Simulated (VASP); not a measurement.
# Sr: single point with PBE

System: Sr.

```
Sr
1.0
     0.00000    4.15589    4.15589
     4.15589    0.00000    4.15589
     4.15589    4.15589    0.00000
Sr
1
Direct
  0.75000 0.75000 0.75000
```

| Item | Value |
| --- | --- |
| Program | VASP 6.6.1 |
| Task | single point |
| Functional | PBE |
| Potentials or basis | VASP PAW PBE potentials, release 64 (Sr_sv) |
| Cutoff | 400 eV |
| k mesh | 6 × 6 × 6 |
| Occupations | gaussian, width 0.1 eV |
| Spin | no spin polarisation |

| Property | Result |
| --- | --- |
| Pressure | -1.4 GPa |
| Band gap on the k mesh | zero (filled and empty bands overlap) |

Levels at points of the mesh, in eV from the Fermi level:
| k point | band 2 | band 3 | band 4 | band 5 | band 6 | band 7 | band 8 | band 9 |
| --- | --- | --- | --- | --- | --- | --- | --- | --- |
| (0.00, 0.00, 0.00) | -20.13 | -20.13 | -20.13 | -2.22 | 1.40 | 1.40 | 1.40 | 1.86 |
| (0.50, 0.00, 0.00) | -20.13 | -20.13 | -20.13 | -0.89 | -0.05 | 1.37 | 1.37 | 1.89 |
| (0.50, 0.50, 0.00) | -20.13 | -20.13 | -20.13 | -0.29 | 0.32 | 0.70 | 1.45 | 2.18 |

Wall time 39 s on 1 thread of AMD EPYC 7R43 64-Core Processor (Zen 3), with other jobs on the host, peak memory 0.19 GiB.
